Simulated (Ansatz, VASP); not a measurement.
# ZnO: VASP beside Ansatz

Contents of POSCAR:

```
ZnO
1.0
    3.2987950272      0.0000000000      0.0000000000
   -1.6493975136      2.8568402954      0.0000000000
    0.0000000000      0.0000000000      5.3131532955
Zn O
2 2
Direct
    0.3333333333      0.6666666667     -0.0023477534
    0.6666666667      0.3333333333      0.4976522466
    0.3333333333      0.6666666667      0.3773477534
    0.6666666667      0.3333333333      0.8773477534
```

Contents of INCAR.step1:

```
  ALGO = Normal
  EDIFF = 1E-4
  ENCUT = 520
  GGA = PE
  ISMEAR = 0
  LASPH = True
  LCHARG = False
  LREAL = False
  LWAVE = True
  NBANDS = 26
  NELM = 80
  PREC = Accurate
  SIGMA = 0.01
```

Contents of INCAR.step2:

```
  ALGO = Normal
  EDIFF = 1E-6
  ENCUT = 520
  ISIF = 2
  ISMEAR = 0
  ISTART = 1
  LASPH = True
  LCHARG = False
  LMIXTAU = True
  LREAL = False
  LWAVE = False
  METAGGA = R2SCAN
  NBANDS = 26
  NELM = 80
  PREC = Accurate
  SIGMA = 0.01
```

Contents of KPOINTS:

```
k-points
0
Gamma
  9 9 4
```

Input for Ansatz:

```yaml
crystal:
  lattice:
    - [3.2987950272, 0.0, 0.0]
    - [-1.6493975136, 2.8568402954, 0.0]
    - [0.0, 0.0, 5.3131532955]
  atoms:
    - { symbol: Zn, position: [0.3333333333, 0.6666666667, -0.0023477534] }
    - { symbol: Zn, position: [0.6666666667, 0.3333333333, 0.4976522466] }
    - { symbol: O, position: [0.3333333333, 0.6666666667, 0.3773477534] }
    - { symbol: O, position: [0.6666666667, 0.3333333333, 0.8773477534] }
kpoints:
  mp_grid: { grid: [9, 9, 4] }
hamiltonian:
  xc: r2scan
scf:
  occupations: { method: fixed }
  n_extra_bands: 5
output:
  forces: true
  stress: true
  eigenvalues: true
```

Alike in both runs: task single point; functional r2SCAN; k mesh 9 × 9 × 4; no spin polarisation.

|  | VASP | Ansatz |
| --- | --- | --- |
| version | VASP 6.6.1 | Ansatz 0.2.0 |
| potentials or method | VASP PAW PBE potentials, release 64 (Zn, O) | plane waves, PAW |
| plane-wave cutoff (eV) | 520 | 500 |
| occupations | gaussian, width 0.01 eV | fixed |
| valence electrons in the cell | 36 | 36 |

Ansatz gave:

```
gap on the k mesh at the Fermi level (eV)                     : 1.15
pressure (GPa)                                                : -7.7
traceless stress, the component that is largest in VASP (GPa) : 0.07
```

Task: What did VASP give for the same quantities?

Result: gap on the k mesh at the Fermi level (eV): 1.14; pressure (GPa): -6.9; traceless stress, the component that is largest in VASP (GPa): -0.10.

VASP's potentials were made for PBE, not for r2SCAN.
